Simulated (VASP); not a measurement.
Set up this calculation in VASP 6.6.1, as the native input.

| Property | Result |
| --- | --- |
| Task | single point |
| Functional | PBE |
| Potentials or basis | VASP PAW PBE potentials, release 64 (Tl_d, I) |
| Cutoff | 520 eV |
| k mesh | 6 × 6 × 6 |
| Occupations | gaussian, width 0.1 eV |
| Spin | no spin polarisation |
| Dipole correction | no |
| Further INCAR settings | ALGO = Normal; EDIFF = 1e-07; NBANDS = 40 |

The structure of Tl2I5 lies in POSCAR:

```
Tl2I5
1.0
    0.0000000000      6.1956868868      6.1956868868
    6.1956868868      0.0000000000      6.1956868868
    6.1956868868      6.1956868868      0.0000000000
Tl I
2 5
Direct
    0.0000000000      0.0000000000      0.0000000000
    0.7500000000      0.7500000000      0.7500000000
    0.3965221128      0.8104336616      0.3965221128
    0.3965221128      0.3965221128      0.3965221128
    0.8104336616      0.3965221128      0.3965221128
    0.3965221128      0.3965221128      0.8104336616
    0.2500000000      0.2500000000      0.2500000000
```

One way to write it, as run:

INCAR

```
SYSTEM = Tl2I5
ALGO = Normal
EDIFF = 1E-7
ENCUT = 520
GGA = PE
ISIF = 2
ISMEAR = 0
LASPH = .TRUE.
LCHARG = .TRUE.
LELF = .TRUE.
LREAL = .FALSE.
LVHAR = .TRUE.
LWAVE = .FALSE.
NBANDS = 40
NELM = 100
PREC = Accurate
SIGMA = 0.1
```

KPOINTS

```
k-points
0
G
  6 6 6
  0 0 0
```

Potentials or basis: VASP PAW PBE potentials, release 64 (Tl_d, I).

The run is started by

```bash
$ cat potpaw_PBE.64/Tl_d/POTCAR potpaw_PBE.64/I/POTCAR > POTCAR
$ mpirun -np 1 vasp_std > vasp.out
```

Results of the run:

| Item | Value |
| --- | --- |
| Pressure | 0.0 GPa |
| Largest force | 0.012 eV/Å |

Caveat: an odd number of electrons without spin polarisation forces a metal; a magnetic or distorted state may lie lower.

Wall time 7.3 min on 1 thread of Intel(R) Xeon(R) 6975P-C (Granite Rapids) (shared host), peak memory 0.81 GiB.
